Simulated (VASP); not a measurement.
The system is BAs.

```xyz
2
Lattice="0.0000 2.3885 2.3885 2.3885 0.0000 2.3885 2.3885 2.3885 0.0000" Properties=species:S:1:pos:R:3 pbc="T T T"
As    3.5827    3.5827    3.5827
B     0.0000    0.0000    0.0000
```

| Item | Value |
| --- | --- |
| Program | VASP 6.6.1 |
| Task | relaxation of cell and atoms |
| Functional | PBEsol |
| Dispersion | D3(BJ) |
| Potentials or basis | VASP PAW PBE potentials, release 64 (As, B) |
| Cutoff | 600 eV |
| k mesh | 10 × 10 × 10 |
| Occupations | fermi-dirac, width 0.05 eV |
| Spin | no spin polarisation |

At the start: pressure -3.2 GPa; volume 13.63 Å³/atom.

Question: How do energy, volume and symmetry change on relaxing?

Answer: Over 3 steps the energy falls by 3.1 meV/atom and the volume is 13.32 Å³/atom (-2.2 %); space group F-43m (No. 216, to 0.1 Å) before and after.

Step by step:
```tsv
step	energy change (eV)	largest force (eV/Å)	pressure (GPa)	volume (Å³)
1	0.0000	0.0000	-3.18	27.25
2	-0.0027	0.0000	2.56	26.20
3	-0.0062	0.0000	0.00	26.64
```

Final structure:
```
As B
1.0
     0.00000    2.37056    2.37056
     2.37056    0.00000    2.37056
     2.37056    2.37056    0.00000
As B
1 1
Direct
  0.75000 0.75000 0.75000
  0.00000 0.00000 0.00000
```

Caveat: the PAW data sets were made with another functional, which shifts forces and pressure a little.
